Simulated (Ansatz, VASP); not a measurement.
**Two plane-wave programs on GaCo**

```
CELL_PARAMETERS angstrom
2.88210 0.00000 0.00000
0.00000 2.88210 0.00000
0.00000 0.00000 2.88210
ATOMIC_POSITIONS crystal
Ga 0.50000 0.50000 0.50000
Co 0.00000 0.00000 0.00000
```

Alike in both runs: functional PBE; k mesh 14 × 14 × 14; occupations gaussian, width 0.2 eV; collinear spin.

Ansatz relaxed the structure, and its values are those at the end. VASP's run is a single point on that final structure, the one shown.

|  | VASP | Ansatz |
| --- | --- | --- |
| version | VASP 6.6.1 | Ansatz 0.2.0 |
| potentials or method | VASP PAW PBE potentials, release 64 (Ga_d, Co), cutoff 520 eV | scalar-relativistic, plane waves, PAW |
| valence electrons in the cell | 22 | 30 |

```csv
,VASP,Ansatz,Ansatz less VASP
gap on the k mesh at the Fermi level (eV),none,none,-
pressure (GPa),0.2,0.0,-0.21
net moment per atom (μB),0.02,0.00,-0.016
size of the moment on the site where the two differ most (μB),0.04,0.00,-0.037
```

Site moments also hang on the region over which each program counts them. A gap of «none» marks a metal or a gap that the smearing closes. VASP's potentials hold 22 valence electrons a cell and Ansatz's 30, so a difference there can come from the potentials and not from the codes. Ansatz's warnings: seeded moment not kept.
